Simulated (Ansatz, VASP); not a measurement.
# One calculation of C, two programs

```xyz
12
Lattice="2.5205 0.0000 0.0000 -1.2603 2.1829 0.0000 0.0000 0.0000 12.5845" Properties=species:S:1:pos:R:3 pbc="T T T"
C     0.0000    0.0000    2.3515
C     0.0000    0.0000    8.6438
C     0.0000    0.0000    3.9407
C     0.0000    0.0000   10.2330
C     0.0000    1.4552    6.5536
C     1.2603    0.7276    0.2613
C     0.0000    1.4552   12.3232
C     1.2603    0.7276    6.0309
C     0.0000    1.4552    8.1182
C     1.2603    0.7276    1.8259
C     0.0000    1.4552   10.7586
C     1.2603    0.7276    4.4663
```

Alike in both runs: task single point; functional PBE; k mesh 12 × 12 × 2; occupations gaussian, width 0.05 eV; no spin polarisation.

```csv
,VASP,Ansatz
version,VASP 6.6.1,Ansatz 0.2.0
potentials or method,"VASP PAW PBE potentials, release 64 (C), cutoff 520 eV","scalar-relativistic, plane waves, PAW"
valence electrons in the cell,48,48
```

```tsv
	VASP	Ansatz	Ansatz less VASP
gap on the k mesh at the Fermi level (eV)	4.45	4.46	+0.008
least direct gap on the mesh (eV)	5.18	5.19	+0.004
pressure (GPa)	-4.6	-5.2	-0.58
traceless stress, the component that is largest in VASP (GPa)	-9.41	-9.34	+0.076
rms of the force components (eV/Å)	0.009	0.007	-0.0019
```

Atom by atom the forces differ by 0.003 eV/Å (rms over components).
